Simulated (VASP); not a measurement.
Here is a VASP 6.6.1 calculation.

File INCAR:

```
SYSTEM = Ti3Nb
PREC = Accurate
ENCUT = 520
EDIFF = 1E-7
ISMEAR = -1
SIGMA = 0.01
LREAL = .False.
LASPH = .True.
NELM = 80
ALGO = Normal
ISIF = 2
LWAVE = .False.
LCHARG = .False.
GGA = B5
ALDAX = 1.0
AGGAX = 1.0
AGGAC = 1.0
ALDAC = 0.0
NBANDS = 32
```

The input KPOINTS:

```
Automatic mesh
0
Gamma
  3 3 3
  0.5 0.5 0.5
```

Contents of POSCAR:

```
Ti3Nb
1.0
    4.1334330000      0.0000000000      0.0000000000
    0.0000000000      4.1334330000      0.0000000000
    0.0000000000      0.0000000000      4.1334330000
Ti Nb
3 1
Direct
    0.0000000000      0.5000000000      0.5000000000
    0.5000000000      0.0000000000      0.5000000000
    0.5000000000      0.5000000000      0.0000000000
    0.0000000000      0.0000000000      0.0000000000
```

Potentials or basis: VASP PAW PBE potentials, release 64 (Ti_sv, Nb_sv).

The run is started by

```bash
$ cat potpaw_PBE.64/Ti_sv/POTCAR potpaw_PBE.64/Nb_sv/POTCAR > POTCAR
$ mpirun -np 1 vasp_std > vasp.out
```

What does it give for the pressure?

5.0 GPa.

Caveat: the k points lie up to 0.51 Å⁻¹ apart; the PAW data sets were made with another functional, which shifts forces and pressure a little.
